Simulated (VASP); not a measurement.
Input of a VASP 6.6.1 run:

POSCAR

```
ZnSnN2
1.0
    3.3820201418      0.0000000000      0.0000000000
    0.0000000000      3.3820201418      0.0000000000
    0.0000000000      0.0000000000      4.6996405198
Zn N Sn
1 2 1
Direct
    0.0000000000      0.0000000000      0.0000000000
    0.0000000000      0.5000000000      0.2448435876
    0.5000000000      0.0000000000      0.7551564124
    0.5000000000      0.5000000000      0.5000000000
```

The input INCAR.step1:

```
ALGO     = Normal         # electronic algorithm
EDIFF    = 1E-4           # SCF threshold, eV
ENCUT    = 520            # plane-wave cutoff, eV
GGA      = PE             # functional
ISMEAR   = -1             # smearing method
LASPH    = True           # aspherical terms in the spheres
LCHARG   = False          # write CHGCAR
LREAL    = False          # projectors in reciprocal space
LWAVE    = True           # write WAVECAR
NBANDS   = 26             # bands
NELM     = 60             # most SCF steps
PREC     = Accurate       # precision mode
SIGMA    = 0.02           # smearing width, eV
```

The input INCAR.step2:

```
ALGO     = Normal         # electronic algorithm
EDIFF    = 1E-6           # SCF threshold, eV
ENCUT    = 520            # plane-wave cutoff, eV
ISIF     = 2              # what is computed and relaxed
ISMEAR   = -1             # smearing method
ISTART   = 1            
LASPH    = True           # aspherical terms in the spheres
LCHARG   = False          # write CHGCAR
LMIXTAU  = True         
LREAL    = False          # projectors in reciprocal space
LWAVE    = False          # write WAVECAR
METAGGA  = R2SCAN         # meta-GGA
NBANDS   = 26             # bands
NELM     = 60             # most SCF steps
PREC     = Accurate       # precision mode
SIGMA    = 0.02           # smearing width, eV
```

KPOINTS

```
k-points
0
Gamma
  6 6 4
```

Potentials or basis: VASP PAW PBE potentials, release 64 (Zn, N, Sn_d).

Launch:

```sh
$ cat potpaw_PBE.64/Zn/POTCAR potpaw_PBE.64/N/POTCAR potpaw_PBE.64/Sn_d/POTCAR > POTCAR
$ cp INCAR.step1 INCAR
$ mpirun -np 1 vasp_std > vasp.out
$ cp INCAR.step2 INCAR
$ mpirun -np 1 vasp_std > vasp.out
```

**Question.** Predict the pressure.

**Answer.** 0.5 GPa.

**Question.** Estimate the band gap on the k mesh.

**Answer.** 0.34 eV, direct.

**Question.** Predict the largest force.

**Answer.** 0.007 eV/Å.

Forces in eV/Å, atoms in the order of the input:
```
Zn   0.000  0.000  0.000
N    0.000  0.000 -0.007
N    0.000  0.000  0.007
Sn   0.000  0.000  0.000
```

Caveat: the PAW data sets were made with another functional, which shifts forces and pressure a little; spin-orbit coupling is left out, which moves the levels of the heavy elements.
